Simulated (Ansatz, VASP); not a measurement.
**Two plane-wave programs on NaI**

```
CELL_PARAMETERS angstrom
0.00000 3.23640 3.23640
3.23640 0.00000 3.23640
3.23640 3.23640 0.00000
ATOMIC_POSITIONS crystal
Na 0.00000 0.00000 0.00000
I 0.50000 0.50000 0.50000
```

Alike in both runs: functional PBE; k mesh 2 × 2 × 2; no spin polarisation.

Ansatz relaxed the structure, and its values are those at the end. VASP's run is a single point on that final structure, the one shown.

|  | VASP | Ansatz |
| --- | --- | --- |
| version | VASP 6.6.1 | Ansatz 0.2.0 |
| potentials or method | VASP PAW PBE potentials, release 64 (Na_pv, I), cutoff 500 eV | plane waves, PAW |
| occupations | gaussian, width 0.01 eV | fixed |
| valence electrons in the cell | 14 | 26 |

```csv
,VASP,Ansatz,Ansatz less VASP
gap on the k mesh at the Fermi level (eV),3.57,3.58,+0.005
```

VASP's potentials hold 14 valence electrons a cell and Ansatz's 26, so a difference there can come from the potentials and not from the codes.

The k mesh is coarse, so the values compare programs but aren't converged. Neither program's run includes spin-orbit coupling.
